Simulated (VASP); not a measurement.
Mg: single point with PBE

Crystal: Mg.

```
Mg
1.0
     3.23889    0.00000    0.00000
    -1.61944    2.80496    0.00000
     0.00000    0.00000   10.53504
Mg
4
Direct
  0.00000 0.00000 0.00000
  0.00000 0.00000 0.50000
  0.33333 0.66667 0.25000
  0.66667 0.33333 0.75000
```

- Program: VASP 6.6.1
- Task: single point
- Functional: PBE
- Potentials or basis: VASP PAW PBE potentials, release 64 (Mg)
- Cutoff: 520 eV
- k mesh: 13 × 13 × 4
- Occupations: fermi-dirac, width 0.1 eV
- Spin: no spin polarisation

The pressure is -1.3 GPa and the band gap on the k mesh is zero (bands 4 and 5 overlap by 2.43 eV).

Levels at points of the mesh, in eV from the Fermi level:
```tsv
k point	band 2	band 3	band 4	band 5	band 6	band 7
(0.00, 0.00, 0.00)	-5.45	-5.44	-1.67	-1.30	4.83	4.84
(0.00, 0.00, 0.50)	-6.46	-3.78	-3.78	1.41	1.41	8.72
```

It took 16 s on 1 thread of Intel(R) Xeon(R) 6975P-C (Granite Rapids) (shared host), peak memory 0.23 GiB.
